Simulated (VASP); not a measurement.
A run of VASP 6.6.1 is set up as follows.

The input INCAR:

```
SYSTEM = C
PREC = Accurate ; ENCUT = 520
EDIFF = 1E-6 ; ISMEAR = 1
SIGMA = 0.05 ; LREAL = .False.
LASPH = .True. ; NELM = 100
ALGO = Normal ; ISIF = 2
LWAVE = .False. ; LCHARG = .False.
GGA = PS ; NBANDS = 11
```

Contents of KPOINTS:

```
Automatic mesh
0
Gamma
  14 14 14
  0 0 0
```

Contents of POSCAR:

```
C
1.0
    1.2114316929      0.6994204177      3.3017760204
   -1.2114316929      0.6994204177      3.3017760204
    0.0000000000     -1.3988408254      3.3017760204
C
2
Direct
    0.8360000000      0.8360000000      0.8360000000
    0.1640000000      0.1640000000      0.1640000000
```

Potentials or basis: VASP PAW PBE potentials, release 64 (C).

Command:

```bash
$ cat potpaw_PBE.64/C/POTCAR > POTCAR
$ mpirun -np 1 vasp_std > vasp.out
```

Question: Predict the pressure.

Answer: 14.4 GPa.

Question: Predict the band gap on the k mesh.

Answer: 0.55 eV, direct.

Question: Estimate the largest force.

Answer: 0.847 eV/Å.

Forces in eV/Å, atoms in the order of the input:
```
C    0.000  0.000 -0.847
C    0.000  0.000  0.847
```

Caveat: the PAW data sets were made with another functional, which shifts forces and pressure a little. A k mesh can miss the band edges.
